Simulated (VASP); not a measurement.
BN:

```
CELL_PARAMETERS angstrom
0.00000 1.80483 1.80483
1.80483 0.00000 1.80483
1.80483 1.80483 0.00000
ATOMIC_POSITIONS crystal
B 0.00000 0.00000 0.00000
N 0.25000 0.25000 0.25000
```

Base run:

| Quantity | Value |
| --- | --- |
| Program | VASP 6.6.1 |
| Functional | PBE |
| Potentials or basis | VASP PAW PBE potentials, release 64 (B, N) |
| Cutoff | 520 eV |
| k mesh | 10 × 10 × 10 |
| Occupations | gaussian, width 0.01 eV |
| Spin | no spin polarisation |

Its results: band gap on the k mesh 4.46 eV, indirect (least direct gap 8.84 eV); electronic dielectric tensor (diagonal) 4.60.

**Question.** The run is repeated on the same cell with these changes: functional from PBE to r2SCAN. What comes out?

**Answer.** Band gap on the k mesh 4.98 eV, indirect (least direct gap 9.55 eV); electronic dielectric tensor (diagonal) 4.52.

r2SCAN gives the wider gap, since meta-GGAs in the generalised Kohn-Sham scheme recover part of the derivative discontinuity.

A k mesh can miss the band edges.
